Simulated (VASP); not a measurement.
A run of VASP 6.6.1 is set up as follows.

INCAR

```
PREC = Accurate
ENCUT = 520
EDIFF = 1E-6
ISMEAR = 0
SIGMA = 0.1
LREAL = False
LASPH = True
NELM = 60
ALGO = Normal
ISIF = 2
LWAVE = False
LCHARG = False
GGA = PE
NBANDS = 26
```

Contents of KPOINTS:

```
Automatic mesh
0
Gamma
  6 6 6
```

File POSCAR:

```
Mg2CdS3
1.0
   -2.0411069349      2.0411069349      8.6194002661
    2.0411069349     -2.0411069349      8.6194002661
    2.0411069349      2.0411069349     -8.6194002661
Mg Cd S
2 1 3
Direct
    0.8309568130      0.8309568130      0.0000000000
    0.1690431870      0.1690431870      0.0000000000
    0.5000000000      0.5000000000      0.0000000000
    0.5889339012      0.0889339012      0.5000000000
    0.2500000000      0.7500000000      0.5000000000
    0.9110660988      0.4110660988      0.5000000000
```

Potentials or basis: VASP PAW PBE potentials, release 64 (Mg, Cd, S).

The run is started by

```bash
$ cat potpaw_PBE.64/Mg/POTCAR potpaw_PBE.64/Cd/POTCAR potpaw_PBE.64/S/POTCAR > POTCAR
$ mpirun -np 1 vasp_std > vasp.out
```

(1) Predict the largest force.

(2) Predict the band gap on the k mesh.

(3) What does it give for the pressure?

Answers

(1) 0.061 eV/Å.

(2) 2.39 eV, direct.

(3) 0.2 GPa.
